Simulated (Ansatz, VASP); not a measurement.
**BaTiO3 in VASP and in Ansatz**

```
Ba Ti O
1.0
     3.91421    0.00000    0.00000
     0.00000    3.91421    0.00000
     0.00000    0.00000    3.91421
Ba Ti O
1 1 3
Direct
  0.00000 0.00000 0.00000
  0.50000 0.50000 0.50000
  0.50000 0.50000 0.00000
  0.50000 0.00000 0.50000
  0.00000 0.50000 0.50000
```

Change from the starting cell: hydrostatic strain -2.0%.

Alike in both runs: task single point; functional HSE06; k mesh 4 × 4 × 4; no spin polarisation.

|  | VASP | Ansatz |
| --- | --- | --- |
| version | VASP 6.6.1 | Ansatz 0.2.0 |
| potentials or method | VASP PAW PBE potentials, release 64 (Ba_sv, Ti_sv, O) | plane waves, PAW |
| plane-wave cutoff (eV) | 520 | 420 |
| occupations | gaussian, width 0.01 eV | fixed |
| valence electrons in the cell | 40 | 40 |

```tsv
	VASP	Ansatz	Ansatz less VASP
gap on the k mesh at the Fermi level (eV)	3.30	3.37	+0.076
pressure (GPa)	12.0	9.9	-2.11
```

Ansatz's warnings: stress exchange threshold loose, stress scf threshold loose.

Spin-orbit coupling is off throughout.
